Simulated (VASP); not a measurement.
# Cr (I4/mmm) in VASP: notebook, part 2 of 2

VASP 6.6.1. Earlier steps stand in the parts before.

## (4) Relaxation of shape and atoms at fixed volume, PBE (volume scaled by 0.97)

Contents of INCAR:

```
  PREC = Accurate
  ENCUT = 500
  EDIFF = 1E-7
  ISMEAR = 0
  SIGMA = 0.1
  LREAL = F
  LASPH = T
  NELM = 120
  ALGO = Normal
  ISIF = 4
  LWAVE = F
  LCHARG = F
  GGA = PE
  IBRION = 2
  NSW = 50
  EDIFFG = -0.01
  GGA_COMPAT = F
  NELMIN = 4
```

Contents of KPOINTS:

```
Automatic mesh
0
Gamma
  18 18 10
```

Contents of POSCAR:

```
Cr
1.0
    1.4094042224     -1.4094042224      1.4102938979
   -1.4094042224      1.4094042224      1.4102938979
   -2.8190341825     -2.8190341825      0.0000000000
Cr
2
Direct
    0.0000000000      0.0000000000      0.0000000000
    0.5000000000      0.5000000000      0.5000000000
```

Potentials or basis: VASP PAW PBE potentials, release 64 (Cr_pv).

The run is started by

```sh
cat potpaw_PBE.64/Cr_pv/POTCAR > POTCAR
mpirun -np 1 vasp_std > vasp.out
```

OUTCAR:

```text
PREC = Accurate
   ENCUT = 500
   EDIFF = 1E-7
   ISMEAR = 0
   LREAL = F
   LASPH = T
   NELM = 120
   ISIF = 4
   GGA = PE
   IBRION = 2
   NSW = 50
   EDIFFG = -0.01
   NELMIN = 4

 ion  position               nearest neighbor table
   1  0.000  0.000  0.000-   2 2.44   2 2.44   2 2.44   2 2.44   2 2.82   2 2.82   2 2.82   2 2.82

   2  0.500  0.500  0.500-   1 2.44   1 2.44   1 2.44   1 2.44   1 2.82   1 2.82   1 2.82   1 2.82

  LATTYP: Found a base centered orthorhombic cell.
 ALAT       =     2.8205877958
 B/A-ratio  =     1.4133214142
 C/A-ratio  =     1.4134345967

  Lattice vectors:

 A1 = (   1.4094042224,  -1.4094042224,   1.4102938979)
 A2 = (  -1.4094042224,   1.4094042224,   1.4102938979)
 A3 = (  -2.8190341825,  -2.8190341825,   0.0000000000)

Analysis of symmetry for initial positions (statically):
=====================================================================
 Subroutine PRICEL returns following result:

  LATTYP: Found a face centered orthorhombic cell.
 ALAT       =     2.8205877958
 B/A-ratio  =     1.4133214142
 C/A-ratio  =     1.4134345967

[... 183 lines left out ...]
  ext. energy  EPLUGINS =         0.00000000
  ---------------------------------------------------
  free energy    TOTEN  =       -19.01702065 eV

  energy without entropy =      -19.00976867  energy(sigma->0) =      -19.01339466

 E-fermi :  11.4310     XC(G=0): -13.8508

 val. band max:       11.4273326490   @ k =   0.2222   0.1111   0.1000
 cond. band min:      11.4372117807   @ k =  -0.4444   0.0556   0.5000
 fundamental gap:      0.0098791317
 Fermi energy:        11.4310275499

 k-point     1 :       0.0000    0.0000    0.0000
  band No.  band energies     occupation
      1     -32.2819      2.00000
      2     -31.5927      2.00000
      3     -31.2860      2.00000
      4     -31.2783      2.00000
      5     -31.2776      2.00000
      6     -31.2754      2.00000
[... 433 lines left out ...]
      3     -31.5975      2.00000
      4     -31.3925      2.00000
      5     -31.3237      2.00000
      6     -31.3095      2.00000
[... 8 lines left out ...]
     15      12.3939      0.00000
     16      12.5254      0.00000

 [... further k-points ...]
[... 5 lines left out ...]
  --------------------------------------------------------------------------------------
  -------------------------------------------------------------------------------------
  Total        1.0786136      1.0786136      1.0724599      0.0012854      0.0000000     -0.0000000
  in kB       77.1029415     77.1029415     76.6630510      0.0918841      0.0000000     -0.0000000
  external PRESSURE =      76.9563113 kB  Pullay stress =       0.0000000 kB

 VOLUME and BASIS-vectors are now :
 -----------------------------------------------------------------------------
  energy-cutoff  :      500.00
  volume of cell :       22.41
      direct lattice vectors                 reciprocal lattice vectors
     1.409404222 -1.409404222  1.410293898     0.177379914 -0.177379914  0.354536030
    -1.409404222  1.409404222  1.410293898    -0.177379914  0.177379914  0.354536030
    -2.819034182 -2.819034182  0.000000000    -0.177365710 -0.177365710  0.000000000

 POSITION                                       TOTAL-FORCE (eV/Angst)
 -----------------------------------------------------------------------------------
      0.00000      0.00000      0.00000        -0.000000     -0.000000      0.000000
     -1.40952     -1.40952      1.41029         0.000000      0.000000     -0.000000
 -----------------------------------------------------------------------------------
    total drift:                                0.000000     -0.000000     -0.000000

  FREE ENERGIE OF THE ION-ELECTRON SYSTEM (eV)
  ---------------------------------------------------
  free  energy   TOTEN  =       -19.0170206460 eV

  energy  without entropy=      -19.0097686735  energy(sigma->0) =      -19.01339466

 reached required accuracy - stopping structural energy minimisation
```

OSZICAR:

```text
N       E                     dE             d eps       ncg     rms          rms(c)
DAV:   1     0.226111106160E+03    0.22611E+03   -0.14108E+04 17496   0.181E+03
DAV:   2    -0.142844837643E+02   -0.24040E+03   -0.23855E+03 18360   0.496E+02
DAV:   3    -0.221509301568E+02   -0.78664E+01   -0.77957E+01 22760   0.102E+02
DAV:   4    -0.222620462623E+02   -0.11112E+00   -0.11100E+00 21000   0.121E+01
DAV:   5    -0.222647782012E+02   -0.27319E-02   -0.27315E-02 24232   0.152E+00    0.189E+01
DAV:   6    -0.190623496089E+02    0.32024E+01   -0.18112E+01 18784   0.518E+01    0.252E+00
DAV:   7    -0.190370577382E+02    0.25292E-01   -0.18429E-01 19528   0.471E+00    0.154E+00
DAV:   8    -0.190172118017E+02    0.19846E-01   -0.22086E-02 23904   0.206E+00    0.213E-01
DAV:   9    -0.190170766887E+02    0.13511E-03   -0.31086E-03 20456   0.601E-01    0.110E-01
DAV:  10    -0.190170346719E+02    0.42017E-04   -0.82380E-05 24672   0.795E-02    0.424E-02
DAV:  11    -0.190170175073E+02    0.17165E-04   -0.12121E-04 19176   0.134E-01    0.198E-03
DAV:  12    -0.190170201184E+02   -0.26111E-05   -0.12920E-06 20704   0.129E-02    0.159E-03
DAV:  13    -0.190170203613E+02   -0.24292E-06   -0.12155E-07 10976   0.393E-03    0.342E-04
DAV:  14    -0.190170206048E+02   -0.24351E-06   -0.23026E-08  8976   0.141E-03    0.187E-04
DAV:  15    -0.190170206460E+02   -0.41241E-07   -0.42837E-09  8824   0.636E-04
   1 F= -.19017021E+02 E0= -.19013395E+02  d E =-.190170E+02
```

Run time: 3.9 min. Hardware: 1 thread of Intel Xeon 8259CL, shared host; peak memory 0.27 GiB.

Results:

| Item | Value |
| --- | --- |
| Free energy | -19.0170 eV |
| Pressure after relaxing | 7.7 GPa |
| Band gap on the k mesh | zero (band 12 reaches 12.76 eV, above the bottom of band 13 at 10.78 eV) |

Final structure:
```
Cr
1.0
     1.40940   -1.40940    1.41029
    -1.40940    1.40940    1.41029
    -2.81903   -2.81903    0.00000
Cr
2
Direct
  0.00000 0.00000 0.00000
  0.50000 0.50000 0.50000
```

Levels at points of the mesh, in eV from the Fermi level:
| k point | band 9 | band 10 | band 11 | band 12 | band 13 | band 14 | band 15 | band 16 |
| --- | --- | --- | --- | --- | --- | --- | --- | --- |
| (0.00, 0.00, 0.00) | -2.59 | -0.98 | -0.97 | -0.97 | 1.16 | 1.16 | 1.17 | 1.18 |
| (0.50, 0.00, 0.00) | -2.51 | -2.51 | -1.70 | -1.70 | 0.94 | 0.94 | 1.66 | 1.66 |
| (0.50, 0.50, 0.00) | -4.52 | -2.59 | 1.17 | 1.18 | 1.52 | 2.53 | 2.53 | 2.53 |
| (0.00, 0.00, 0.50) | -1.84 | -1.84 | -1.29 | -1.29 | 0.76 | 0.76 | 0.82 | 0.82 |
| (0.50, 0.00, 0.50) | -2.58 | -2.58 | 1.17 | 1.17 | 1.17 | 1.17 | 1.52 | 1.52 |
| (0.50, 0.50, 0.50) | -2.92 | -2.92 | -0.54 | -0.54 | 0.38 | 0.38 | 2.73 | 2.73 |

Caveat: the relaxation stopped at its first step, so nothing moved; the run has no spin polarisation, though such a crystal can be magnetic. Spin polarisation is off, so any magnetic state and its effect on volume and gap are missing.

## (5) The runs side by side

| cell | gap on the mesh (eV) | pressure (GPa) |
| --- | --- | --- |
| relaxed from a = 2.390, b = 2.390, c = 3.903 Å, angles 90.0, 90.0, 109.4°, 2 atoms | none | 28.9 |
| relaxed from a = 2.416, b = 2.416, c = 3.945 Å, angles 90.0, 90.0, 109.4°, 2 atoms | none | 17.5 |
| relaxed from a = 2.442, b = 2.442, c = 3.987 Å, angles 90.0, 90.0, 109.4°, 2 atoms | none | 7.7 |

Alike in all rows: task relaxation of shape and atoms at fixed volume; level PBE; potentials or basis VASP PAW PBE potentials, release 64 (Cr_pv); no spin polarisation; k mesh 18 × 18 × 10; cutoff (eV) 500; smearing gaussian 0.1 eV.

Caveats: the run has no spin polarisation, though such a crystal can be magnetic; the relaxation stopped at its first step, so nothing moved (some runs).

Absolute energies hang on the potentials; compare differences alone.
